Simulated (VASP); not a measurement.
The system is ZnO.

```
Zn O
1.0
     3.27944    0.00000    0.00000
    -1.63972    2.84008    0.00000
     0.00000    0.00000    5.29346
Zn O
2 2
Cartesian
  0.0000 1.8934 0.0080
  1.6397 0.9467 2.6547
  0.0000 1.8934 2.0146
  1.6397 0.9467 4.6614
```

Base run:

```yaml
Program: VASP 6.6.1
Functional: PBE
Dispersion: D3(BJ)
Potentials_or_basis: VASP PAW PBE potentials, release 64 (Zn, O)
Cutoff: 600 eV
k_mesh: 12 × 12 × 8
Occupations: gaussian, width 0.05 eV
Spin: no spin polarisation
```

Its results: band gap on the k mesh 0.73 eV; pressure -2.1 GPa.

Q: The run is repeated on the same cell with these changes: dispersion from D3(BJ) to none. What comes out?

A: Band gap on the k mesh 0.73 eV; pressure 0.7 GPa.

Dispersion adds attraction, which lowers the pressure at fixed volume and, as a term added to the energy, leaves the levels alone.

Caveats: three body term missing (at least some runs).

A k mesh can miss the band edges.
